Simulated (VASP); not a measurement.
Write the native input for VASP 6.6.1 that does the following.

```
Task                   : single point
Functional             : PBE
Potentials or basis    : VASP PAW PBE potentials, release 64 (Si, O)
Cutoff                 : 520 eV
k mesh                 : 6 × 6 × 8
Occupations            : gaussian, width 0.1 eV
Spin                   : no spin polarisation
Dipole correction      : no
Further INCAR settings : ALGO = Normal; EDIFF = 1e-06; NBANDS = 25
```

The structure of SiO2 lies in POSCAR:

```
SiO2
1.0
    4.2321948766      0.0000000000      0.0000000000
    0.0000000000      4.2321948766      0.0000000000
    0.0000000000      0.0000000000      2.6917479237
Si O
2 4
Direct
    0.0000000000      0.0000000000      0.0000000000
    0.5000000000      0.5000000000      0.5000000000
    0.3069969634      0.3069969634      0.0000000000
    0.1930030366      0.8069969634      0.5000000000
    0.6930030366      0.6930030366      0.0000000000
    0.8069969634      0.1930030366      0.5000000000
```

One way to write it, as run:

INCAR

```
SYSTEM = SiO2
PREC = Accurate ; ENCUT = 520
EDIFF = 1E-6 ; ISMEAR = 0
SIGMA = 0.1 ; LREAL = .False.
LASPH = .True. ; NELM = 100
ALGO = Normal ; ISIF = 2
LWAVE = .False. ; LCHARG = .False.
GGA = PE ; NBANDS = 25
```

KPOINTS

```
Automatic mesh
0
Gamma
  6 6 8
  0 0 0
```

Potentials or basis: VASP PAW PBE potentials, release 64 (Si, O).

Run with:

```console
$ cat potpaw_PBE.64/Si/POTCAR potpaw_PBE.64/O/POTCAR > POTCAR
$ mpirun -np 1 vasp_std > vasp.out
```

Results of the run:

```yaml
Pressure: 0.5 GPa
Largest_force: 0.040 eV/Å
Band_gap_on_the_k_mesh: 5.04 eV
```

Wall time 24 s on 1 thread of AMD EPYC 9R45 96-Core Processor (Zen 5) (shared host), peak memory 0.14 GiB.
